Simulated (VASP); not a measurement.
# P2C (P4_2/mmc) in VASP: relaxation of cell and atoms with PBE

Aim: the relaxation of cell and atoms of P2C with PBE.

All numbers are computed with VASP 6.6.1; they aren't measurements. Logs are shortened: lines on timing, memory, paths and dates and some standing lists are left out, and cuts for length are marked.

## (1) The cell of the first run

Symmetry: P4_2/mmc, No. 131, tetragonal system. The conventional cell has a = 2.824 Å, b = 2.824 Å, c = 13.402 Å, α = 90.00°, β = 90.00°, γ = 90.00°. P (site symmetry 2mm) has 2 C at 1.86 Å within 2.5 Å. C (site symmetry -4m2) has 4 P at 1.86 Å within 2.5 Å.

The cell was generated, and may not be a known phase.

## (2) Relaxation of cell and atoms, PBE

Contents of INCAR:

```
SYSTEM = P2C
PREC     = Accurate       ! precision mode
ENCUT    = 600            ! plane-wave cutoff, eV
EDIFF    = 1E-6           ! SCF threshold, eV
ISMEAR   = 0              ! smearing method
SIGMA    = 0.1            ! smearing width, eV
LREAL    = .FALSE.        ! projectors in reciprocal space
LASPH    = .TRUE.         ! aspherical terms in the spheres
NELM     = 80             ! most SCF steps
ALGO     = Normal         ! electronic algorithm
ISIF     = 3              ! what is computed and relaxed
LWAVE    = .FALSE.        ! write WAVECAR
LCHARG   = .FALSE.        ! write CHGCAR
GGA      = PE             ! functional
IBRION   = 2              ! ionic algorithm
NSW      = 100            ! ionic steps
EDIFFG   = -0.01          ! ionic threshold
```

Contents of KPOINTS:

```
regular mesh
0
G
  14 14 4
  0 0 0
```

Contents of POSCAR:

```
P2C
1.0
    2.8241681751      0.0000000000      0.0000000000
    0.0000000000      2.8241681751      0.0000000000
    0.0000000000      0.0000000000     13.4018108775
P C
4 2
Direct
    0.0000000000      0.5000000000      0.3402429828
    0.5000000000      0.0000000000      0.1597570172
    0.0000000000      0.5000000000      0.6597570172
    0.5000000000      0.0000000000      0.8402429828
    0.0000000000      0.0000000000      0.7500000000
    0.0000000000      0.0000000000      0.2500000000
```

Potentials or basis: VASP PAW PBE potentials, release 64 (P, C).

Started as:

```sh
cat potpaw_PBE.64/P/POTCAR potpaw_PBE.64/C/POTCAR > POTCAR
mpirun -np 1 vasp_std > vasp.out
```

OUTCAR:

```text
SYSTEM = P2C
   PREC = Accurate
   ENCUT = 600
   EDIFF = 1E-6
   ISMEAR = 0
   LREAL = .FALSE.
   LASPH = .TRUE.
   NELM = 80
   ISIF = 3
   GGA = PE
   IBRION = 2
   NSW = 100
   EDIFFG = -0.01

 ion  position               nearest neighbor table
   1  0.000  0.500  0.340-   6 1.86   6 1.86
   2  0.500  0.000  0.160-   6 1.86   6 1.86
   3  0.000  0.500  0.660-   5 1.86   5 1.86
   4  0.500  0.000  0.840-   5 1.86   5 1.86
   5  0.000  0.000  0.750-   3 1.86   4 1.86   3 1.86   4 1.86
   6  0.000  0.000  0.250-   1 1.86   2 1.86   1 1.86   2 1.86

  LATTYP: Found a simple tetragonal cell.
 ALAT       =     2.8241681751
 C/A-ratio  =     4.7454011399

  Lattice vectors:

 A1 = (   2.8241681751,   0.0000000000,   0.0000000000)
 A2 = (   0.0000000000,   2.8241681751,   0.0000000000)
 A3 = (   0.0000000000,   0.0000000000,  13.4018108775)

Analysis of symmetry for initial positions (statically):
=====================================================================
 Subroutine PRICEL returns:
 Original cell was already a primitive cell.

 Routine SETGRP: Setting up the symmetry group for a
 simple tetragonal supercell.

 Subroutine GETGRP returns: Found 16 space group operations
 (whereof  8 operations were pure point group operations)
 out of a pool of 16 trial point group operations.

The static configuration has the point symmetry D_2h.
 The point group associated with its full space group is D_4h.

Analysis of symmetry for dynamics (positions and initial velocities):
=====================================================================
 Subroutine PRICEL returns:
 Original cell was already a primitive cell.

 Routine SETGRP: Setting up the symmetry group for a
 simple tetragonal supercell.

 Subroutine GETGRP returns: Found 16 space group operations
 (whereof  8 operations were pure point group operations)
 out of a pool of 16 trial point group operations.

The dynamic configuration has the point symmetry D_2h.
 The point group associated with its full space group is D_4h.

 Subroutine INISYM returns: Found 16 space group operations
 (whereof  8 operations are pure point group operations),
 and found     1 'primitive' translations

----------------------------------------------------------------------------------------

                                     Primitive cell

  volume of cell :     106.8919

  direct lattice vectors                    reciprocal lattice vectors
     2.824168175  0.000000000  0.000000000     0.354086562  0.000000000  0.000000000
     0.000000000  2.824168175  0.000000000     0.000000000  0.354086562  0.000000000
     0.000000000  0.000000000 13.401810878     0.000000000  0.000000000  0.074616782

  length of vectors
     2.824168175  2.824168175 13.401810878     0.354086562  0.354086562  0.074616782

  position of ions in fractional coordinates (direct lattice)
     0.000000000  0.500000000  0.340242983
     0.500000000  0.000000000  0.159757017
     0.000000000  0.500000000  0.659757017
     0.500000000  0.000000000  0.840242983
     0.000000000  0.000000000  0.750000000
     0.000000000  0.000000000  0.250000000

  ion indices of the primitive-cell ions
   primitive index   ion index
                 1           1
                 2           2
                 3           3
                 4           4
                 5           5
                 6           6

----------------------------------------------------------------------------------------

 KPOINTS: regular mesh

Automatic generation of k-mesh.
 Grid dimensions read from file:
 generate k-points for:   14   14    4

 Generating k-lattice:

  Cartesian coordinates                     Fractional coordinates (reciprocal lattice)
     0.025291897  0.000000000  0.000000000     0.071428571  0.000000000  0.000000000
     0.000000000  0.025291897  0.000000000     0.000000000  0.071428571  0.000000000
     0.000000000  0.000000000  0.018654195     0.000000000  0.000000000  0.250000000

  Length of vectors
     0.025291897  0.025291897  0.018654195

  Shift w.r.t. Gamma in fractional coordinates (k-lattice)
     0.000000000  0.000000000  0.000000000

 Subroutine IBZKPT returns following result:
 ===========================================

 Found    108 irreducible k-points:

 Following reciprocal coordinates:
            Coordinates               Weight
  0.000000  0.000000  0.000000      1.000000
  0.071429  0.000000  0.000000      4.000000
  0.142857  0.000000  0.000000      4.000000
  0.214286  0.000000  0.000000      4.000000
  0.285714  0.000000  0.000000      4.000000
  0.357143  0.000000  0.000000      4.000000
[... 16 lines left out ...]
  0.285714  0.214286  0.000000      8.000000
  0.357143  0.214286  0.000000      8.000000
 [... further k-points ...]
   k-points           NKPTS =    108   k-points in BZ     NKDIM =    108   number of bands    NBANDS=     18
   number of dos      NEDOS =    301   number of ions     NIONS =      6
   total plane-waves  NPLWV =  62208
   dimension x,y,z NGX =    24 NGY =   24 NGZ =  108
   dimension x,y,z NGXF=    48 NGYF=   48 NGZF=  216
   ions per type =               4   2
   NGX,Y,Z   is equivalent  to a cutoff of  14.13, 14.13, 13.40 a.u.
   NGXF,Y,Z  is equivalent  to a cutoff of  28.26, 28.26, 26.79 a.u.
 SYSTEM =  P2C
   PREC   = accura    normal or accurate (medium, high low for compatibility)
   ISTART =      0    job   : 0-new  1-cont  2-samecut
   ICHARG =      2    charge: 1-file 2-atom 10-const
   ISPIN  =      1    spin polarized calculation?
   LNONCOLLINEAR =      F non collinear calculations
   LSORBIT =      F    spin-orbit coupling
   LASPH  =      T    aspherical Exc in radial PAW
   ENCUT  =  600.0 eV  44.10 Ry    6.64 a.u.   5.64  5.64 26.77*2*pi/ulx,y,z
   NELM   =     80;   NELMIN=  2; NELMDL= -5     # of ELM steps
   EDIFF  = 0.1E-05   stopping-criterion for ELM
   LREAL  =      F    real-space projection
   EDIFFG = -.1E-01   stopping-criterion for IOM
   NSW    =    100    number of steps for IOM
   IBRION =      2    ionic relax: 0-MD 1-quasi-New 2-CG
   NFREE  =      1    steps in history (QN), initial steepest desc. (CG)
   ISIF   =      3    stress and relaxation
   ISYM   =      2    0-nonsym 1-usesym 2-fastsym
   POTIM  = 0.5000    time-step for ionic-motion
   TEBEG  =    0.0;   TEEND  =   0.0 temperature during run
   PSTRESS=    0.0 pullay stress
   NELECT =      28.0000    total number of electrons
   NUPDOWN=      -1.0000    fix difference up-down
   EMIN   =  10.00;   EMAX   =-10.00  energy-range for DOS
   EFERMI =   0.00;   METHOD = LEGACY
   ISMEAR =     0;   SIGMA  =   0.10  broadening in eV -4-tet -1-fermi 0-gaus
   EFERMI_NEDOS =   21; number of points for ismear=-14 and -15
   IALGO  =     38    algorithm
   IMIX   =      4    mixing-type and parameters
     AMIX     =   0.40;   BMIX     =  1.00
     AMIX_MAG =   1.60;   BMIX_MAG =  1.00
  volume/ion in A,a.u.               =      17.82       120.22
  Fermi-wavevector in a.u.,A,eV,Ry     =   1.047481  1.979451 14.928524  1.097216
  Thomas-Fermi vector in A             =   2.182362
   LORBIT       =      0    0 simple, 1 ext, 2 COOP (PROOUT), +10 PAW based schemes
   GGA     = PE    functional components
   LHFCALC =     F    Hartree Fock is set to
   AEXX    =    0.0000 exact exchange contribution
   IVDW    =     0    specifies the selected vdW correction
   LEPSILON=     F    determine dielectric tensor
   LRPA    =     F    only Hartree local field effects (RPA)
 conjugate gradient relaxation of ions
 non-spin polarized calculation
 Gauss-broadening in eV      SIGMA  =   0.10
  energy-cutoff  :      600.00
  volume of cell :      106.89
 maximum number of plane-waves:      3600
 NGX is ok and might be reduce to    24
   NGX = 11   NGY = 11   NGZ = 53

--------------------------------------- Ionic step        1  -------------------------------------------

 number of electron      27.9999998 magnetization

 Free energy of the ion-electron system (eV)
  ---------------------------------------------------
  ext. energy  EPLUGINS =         0.00000000
  ---------------------------------------------------
  free energy    TOTEN  =       -37.52928024 eV

  energy without entropy =      -37.51969628  energy(sigma->0) =      -37.52448826

------------------------ aborting loop because EDIFF is reached ----------------------------------------

  FORCE on cell =-STRESS in cart. coord.  units (eV):
  Direction    XX          YY          ZZ          XY          YZ          ZX
  --------------------------------------------------------------------------------------
  -------------------------------------------------------------------------------------
  Total       -0.0249294     -0.0249294     -1.1370286     -0.0000000      0.0000000      0.0000000
  in kB       -0.3736610     -0.3736610    -17.0426602     -0.0000000      0.0000000      0.0000000
  external PRESSURE =      -5.9299941 kB  Pullay stress =       0.0000000 kB
[... 105 lines left out ...]
  energy  without entropy=      -37.5239859543  energy(sigma->0) =      -37.52885745

--------------------------------------- Ionic step        4  -------------------------------------------

 number of electron      27.9999997 magnetization

 Free energy of the ion-electron system (eV)
  ---------------------------------------------------
  ext. energy  EPLUGINS =         0.00000000
  ---------------------------------------------------
  free energy    TOTEN  =       -37.53407872 eV

  energy without entropy =      -37.52426039  energy(sigma->0) =      -37.52916955

 E-fermi :   4.6837     XC(G=0):  -9.0199

 val. band max:        4.6751717952   @ k =   0.2143   0.1429   0.2500
 cond. band min:       4.6907188708   @ k =   0.3571   0.2857   0.2500
 fundamental gap:      0.0155470757
 Fermi energy:         4.6837187822

 k-point     1 :       0.0000    0.0000    0.0000
  band No.  band energies     occupation
      1     -12.8306      2.00000
      2     -12.8250      2.00000
      3      -8.0850      2.00000
      4      -8.0314      2.00000
      5      -2.1528      2.00000
      6      -1.7447      2.00000
[... 10 lines left out ...]
     17       7.9423      0.00000
     18       7.9493      0.00000
[... 466 lines left out ...]
      2     -10.4856      2.00000
      3      -6.3634      2.00000
      4      -6.3346      2.00000
      5      -4.1223      2.00000
      6      -4.0979      2.00000
[... 10 lines left out ...]
     17       6.9061      0.00000
     18       7.3141      0.00000

 [... further k-points ...]

------------------------ aborting loop because EDIFF is reached ----------------------------------------

  FORCE on cell =-STRESS in cart. coord.  units (eV):
  Direction    XX          YY          ZZ          XY          YZ          ZX
  --------------------------------------------------------------------------------------
  -------------------------------------------------------------------------------------
  Total       -0.0107396     -0.0107396     -0.0222491     -0.0000000      0.0000000      0.0000000
  in kB       -0.1611916     -0.1611916     -0.3339392     -0.0000000      0.0000000      0.0000000
  external PRESSURE =      -0.2187741 kB  Pullay stress =       0.0000000 kB
[... 21 lines left out ...]
  FREE ENERGIE OF THE ION-ELECTRON SYSTEM (eV)
  ---------------------------------------------------
  free  energy   TOTEN  =       -37.5340787181 eV

  energy  without entropy=      -37.5242603892  energy(sigma->0) =      -37.52916955

 reached required accuracy - stopping structural energy minimisation
```

Wall time 4.8 min (1 thread of AMD EPYC 9R45 (Zen 5), shared host); peak memory 0.35 GiB.

What came out:

| Property | Result |
| --- | --- |
| Free energy | -37.5341 eV |
| Relaxed volume | 17.79 Å³/atom |
| Relaxed cell | a = 2.828 Å, b = 2.828 Å, c = 13.343 Å, α = 90.00°, β = 90.00°, γ = 90.00° |
| Space group after relaxing (to 0.1 Å) | P4_2/mmc (No. 131) |
| Energy gained by relaxing | 0.8 meV/atom |
| Ionic steps | 4 |
| Pressure after relaxing | 0.0 GPa |
| Band gap on the k mesh | zero (bands 14 and 15 overlap by 4.49 eV) |

Step by step:
```
step  energy change (eV)  largest force (eV/Å)  pressure (GPa)  volume (Å³)
   1              0.0000                0.2297           -0.59       106.89
   2              0.0033                0.3109            1.34       105.87
   3             -0.0044                0.0006            0.22       106.45
   4             -0.0048                0.0004           -0.02       106.75
```

Final structure:
```cif
data_structure
_symmetry_space_group_name_H-M 'P 1'
_symmetry_Int_Tables_number 1
_cell_length_a 2.8285
_cell_length_b 2.8285
_cell_length_c 13.3431
_cell_angle_alpha 90.000
_cell_angle_beta 90.000
_cell_angle_gamma 90.000
_cell_volume 106.75
loop_
_atom_site_label
_atom_site_type_symbol
_atom_site_fract_x
_atom_site_fract_y
_atom_site_fract_z
_atom_site_occupancy
P1 P 0.00000 0.50000 0.33986 1
P2 P 0.50000 0.00000 0.16014 1
P3 P 0.00000 0.50000 0.66014 1
P4 P 0.50000 0.00000 0.83986 1
C1 C 0.00000 0.00000 0.75000 1
C2 C 0.00000 0.00000 0.25000 1
```

Levels at points of the mesh, in eV from the Fermi level:
```
           k point  band 12  band 13  band 14  band 15  band 16  band 17
(0.00, 0.00, 0.00)    -2.28     1.84     2.18     3.23     3.24     3.26
(0.50, 0.00, 0.00)    -2.54    -2.43    -2.11     1.86     2.68     4.11
(0.50, 0.50, 0.00)    -2.79    -2.60    -2.60    -2.23    -2.16     1.96
(0.00, 0.00, 0.50)    -2.69     2.03     2.03     3.25     3.25     3.26
(0.50, 0.00, 0.50)    -2.54    -2.33    -2.21     2.03     2.49     4.11
(0.50, 0.50, 0.50)    -2.79    -2.60    -2.60    -2.20    -2.20     2.09
```

Caveat: this functional lacks dispersion, which binds layers or chains, so the pressure and a relaxed spacing across them are unreliable.
